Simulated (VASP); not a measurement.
The system is Co.

```
Co
1.0
     2.80827    0.00000    0.00000
     0.00000    2.80827    0.00000
     0.00000    0.00000    2.80827
Co
2
Cartesian
  0.0000 0.0000 0.0000
  1.4041 1.4041 1.4041
```

| Item | Value |
| --- | --- |
| Program | VASP 6.6.1 |
| Task | relaxation of cell and atoms |
| Functional | PBEsol |
| Potentials or basis | VASP PAW PBE potentials, release 64 (Co) |
| Cutoff | 600 eV |
| k mesh | 11 × 11 × 11 |
| Occupations | fermi-dirac, width 0.05 eV |
| Spin | collinear spin, antiferromagnetic start |
| Starting moments | [1.7, -1.7] μB |

At the start: pressure -17.8 GPa; volume 11.07 Å³/atom.

Problem. Where does the relaxation end?

Solution. Over 6 steps the energy falls by 56.6 meV/atom and the volume is 10.14 Å³/atom (-8.4 %); space group Im-3m (No. 229, to 0.05 Å); moment 0.00 μB per cell.

The path:
```tsv
step	energy change (eV)	largest force (eV/Å)	pressure (GPa)	volume (Å³)
1	0.0000	0.0000	-17.77	22.15
2	0.0473	0.0000	30.69	18.44
3	-0.1132	0.0000	-0.65	20.32
4	-0.1132	0.0000	0.16	20.27
5	-0.1132	0.0000	-0.19	20.30
6	-0.1132	0.0000	0.01	20.28
```

Final structure:
```yaml
crystal:
  lattice:
    - [2.72712, 0.00000, 0.00000]
    - [0.00000, 2.72712, 0.00000]
    - [0.00000, 0.00000, 2.72712]
  atoms:
    - { symbol: Co, position: [0.00000, 0.00000, 0.00000] }
    - { symbol: Co, position: [0.50000, 0.50000, 0.50000] }
```

Caveat: the PAW data sets were made with another functional, which shifts forces and pressure a little.
